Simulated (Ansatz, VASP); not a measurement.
# CdSe: VASP beside Ansatz

The input INCAR:

```
SYSTEM = CdSe
ALGO     = Normal         ! electronic algorithm
EDIFF    = 1E-7           ! SCF threshold, eV
ENCUT    = 520            ! plane-wave cutoff, eV
GGA      = PS             ! functional
ISIF     = 2              ! what is computed and relaxed
ISMEAR   = 0              ! smearing method
LASPH    = .True.         ! aspherical terms in the spheres
LCHARG   = .False.        ! write CHGCAR
LREAL    = .False.        ! projectors in reciprocal space
LWAVE    = .False.        ! write WAVECAR
NBANDS   = 16             ! bands
NELM     = 60             ! most SCF steps
PREC     = Accurate       ! precision mode
SIGMA    = 0.05           ! smearing width, eV
```

The input KPOINTS:

```
k-points
0
Gamma
  10 10 10
  0 0 0
```

The input POSCAR:

```
CdSe
1.0
    0.0000000000      3.1039456915      3.1039456915
    3.1039456915      0.0000000000      3.1039456915
    3.1887868738      3.1887868738     -0.0848411822
Cd Se
1 1
Direct
    0.0000000000      0.0000000000      0.0000000000
    0.7500000000      0.7500000000      0.7500000000
```

Input for Ansatz:

```yaml
crystal:
  lattice:
    - [0.0, 3.1039456915, 3.1039456915]
    - [3.1039456915, 0.0, 3.1039456915]
    - [3.1887868738, 3.1887868738, -0.0848411822]
  atoms:
    - { symbol: Cd, position: [0.0, 0.0, 0.0] }
    - { symbol: Se, position: [0.75, 0.75, 0.75] }
basis:
  ecutwfc: 420
kpoints:
  mp_grid: { grid: [10, 10, 10] }
hamiltonian:
  xc: pbesol
scf:
  occupations: { method: gaussian, width: 0.05 }
output:
  forces: true
  stress: true
  eigenvalues: true
```

Alike in both runs: task single point; functional PBEsol; k mesh 10 × 10 × 10; occupations gaussian, width 0.05 eV; no spin polarisation.

```csv
,VASP,Ansatz
version,VASP 6.6.1,Ansatz 0.2.0
potentials or method,"VASP PAW PBE potentials, release 64 (Cd, Se), cutoff 520 eV","scalar-relativistic, plane waves, PAW"
valence electrons in the cell,18,36
```

VASP gave:

- gap on the k mesh at the Fermi level (eV): 0.28
- least direct gap on the mesh (eV): 0.28
- pressure (GPa): -3.9
- traceless stress, the component that is largest in VASP (GPa): -0.75
- rms of the force components (eV/Å): 0.064

Q: Which values does Ansatz return?

A: gap on the k mesh at the Fermi level (eV): 0.28; least direct gap on the mesh (eV): 0.28; pressure (GPa): -4.1; traceless stress, the component that is largest in VASP (GPa): -0.73; rms of the force components (eV/Å): 0.059.

VASP's potentials were made for PBE, not for PBEsol. Atom by atom the forces differ by 0.005 eV/Å (rms over components). The functional is the same, so the differences come from potentials, cutoffs and numerics. VASP's potentials hold 18 valence electrons a cell and Ansatz's 36, so a difference there can come from the potentials and not from the codes.
